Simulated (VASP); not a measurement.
Set up this calculation in VASP 6.6.1, as the native input.

```
Task                   : single point
Functional             : PBE
Potentials or basis    : VASP PAW PBE potentials, release 64 (Sn_d, Ge_d)
Cutoff                 : 520 eV
k mesh                 : 6 × 6 × 2
Occupations            : gaussian, width 0.1 eV
Spin                   : no spin polarisation
Dipole correction      : no
Further INCAR settings : ALGO = Normal; EDIFF = 1e-06; NBANDS = 28
```

The structure of SnGe2 lies in POSCAR:

```
SnGe2
1.0
    3.2022502256      0.0000000000      0.0000000000
   -1.6011251128      2.7732300447      0.0000000000
    0.0000000000      0.0000000000      7.8763792616
Sn Ge
1 2
Direct
    0.0000000000      0.0000000000      0.5000000000
    0.6666666667      0.3333333333      0.8670954585
    0.3333333333      0.6666666667      0.1329045415
```

The input as run:

INCAR

```
SYSTEM = SnGe2
ALGO = Normal
EDIFF = 1E-6
ENCUT = 520
GGA = PE
ISIF = 2
ISMEAR = 0
LASPH = .True.
LCHARG = .False.
LREAL = .False.
LWAVE = .False.
NBANDS = 28
NELM = 100
PREC = Accurate
SIGMA = 0.1
```

KPOINTS

```
k-points
0
Gamma
  6 6 2
  0 0 0
```

Potentials or basis: VASP PAW PBE potentials, release 64 (Sn_d, Ge_d).

Run with:

```bash
$ cat potpaw_PBE.64/Sn_d/POTCAR potpaw_PBE.64/Ge_d/POTCAR > POTCAR
$ mpirun -np 1 vasp_std > vasp.out
```

It gave:

| Property | Result |
| --- | --- |
| Pressure | -0.2 GPa |
| Largest force | 0.015 eV/Å |
| Band gap on the k mesh | zero (band 21 reaches 11.60 eV, above the bottom of band 22 at 4.75 eV) |

Caveat: the k points lie up to 0.40 Å⁻¹ apart; spin-orbit coupling is left out, which moves the levels of the heavy elements.

Run time: 15 s on 1 thread of AMD EPYC 9R45 96-Core Processor (Zen 5), on a shared host, peak memory 0.15 GiB.
